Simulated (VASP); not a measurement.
Write the native input for VASP 6.6.1 that does the following.

- Task: single point
- Functional: LDA
- Potentials or basis: VASP PAW LDA potentials, release 64 (Fe, O)
- Cutoff: 520 eV
- k mesh: 11 × 11 × 11
- Occupations: fermi-dirac, width 0.05 eV
- Spin: collinear spin, ferromagnetic start
- Starting moments: [3.0, 0.0] μB
- Dipole correction: no
- Further INCAR settings: ALGO = Normal; EDIFF = 1e-06; NBANDS = 18

The structure of FeO lies in POSCAR:

```
FeO
1.0
    1.5388076799      0.8884310282      2.5527334195
   -1.5388076799      0.8884310282      2.5527334195
    0.0000000000     -1.7768620564      2.5527334195
Fe O
1 1
Direct
    0.0000000000      0.0000000000      0.0000000000
    0.5000000000      0.5000000000      0.5000000000
```

The input as run:

INCAR

```
PREC = Accurate ; ENCUT = 520
EDIFF = 1E-6 ; ISMEAR = -1
SIGMA = 0.05 ; LREAL = F
LASPH = T ; NELM = 150
ALGO = Normal ; ISIF = 2
LWAVE = F ; LCHARG = F
ISPIN = 2 ; MAGMOM = 3 0
LORBIT = 11 ; LMAXMIX = 4
NBANDS = 18
```

KPOINTS

```
Automatic mesh
0
Gamma
  11 11 11
```

Potentials or basis: VASP PAW LDA potentials, release 64 (Fe, O).

Run with:

```console
$ cat potpaw_LDA.64/Fe/POTCAR potpaw_LDA.64/O/POTCAR > POTCAR
$ mpirun -np 1 vasp_std > vasp.out
```

Results of the run:

The pressure is -21.8 GPa, the band gap on the k mesh is zero (filled and empty bands overlap) and the net moment is 4.00 μB per cell. The site moments are Fe +3.58; O +0.31 μB and the valence electrons inside the program's atomic spheres are Fe 6.69; O 4.93.

Caveat: the cell stands under tension; a cell with one magnetic atom can't hold antiferromagnetic order, which such compounds often take; semilocal functionals often make such compounds metallic where correlation or magnetic order opens a gap, which also shifts bond lengths.

It took 57 s on 1 thread of AMD EPYC 9R45 96-Core Processor (Zen 5) (shared host), peak memory 0.17 GiB.
